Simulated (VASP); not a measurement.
A run of VASP 6.6.1 is set up as follows.

File INCAR:

```
ALGO = Normal
EDIFF = 1E-8
ENCUT = 520
GGA = PE
GGA_COMPAT = False
ISIF = 2
ISMEAR = -1
LASPH = True
LCHARG = False
LEFG = True
LMAXMIX = 4
LORBIT = 11
LORBMOM = True
LREAL = False
LSORBIT = True
LWAVE = False
MAGMOM = 0 0 0
NBANDS = 25
NELM = 150
PREC = Accurate
SIGMA = 0.05
```

File KPOINTS:

```
k-points
0
Gamma
  14 14 14
```

The input POSCAR:

```
W
1.0
    0.0000000000      2.0300000000      2.0300000000
    2.0300000000      0.0000000000      2.0300000000
    2.0300000000      2.0300000000      0.0000000000
W
1
Direct
    0.0000000000      0.0000000000      0.0000000000
```

Potentials or basis: VASP PAW PBE potentials, release 64 (W_sv).

Launch:

```bash
$ cat potpaw_PBE.64/W_sv/POTCAR > POTCAR
$ mpirun -np 1 vasp_ncl > vasp.out
```

(1) What does it give for the pressure?

(2) Estimate the net moment.

Results:

(1) -3.0 GPa.

(2) 0.00 μB per cell.

Caveat: without QUAD_EFG the Cq values of the log hold for a quadrupole moment of 1 mb, not for the nuclei.
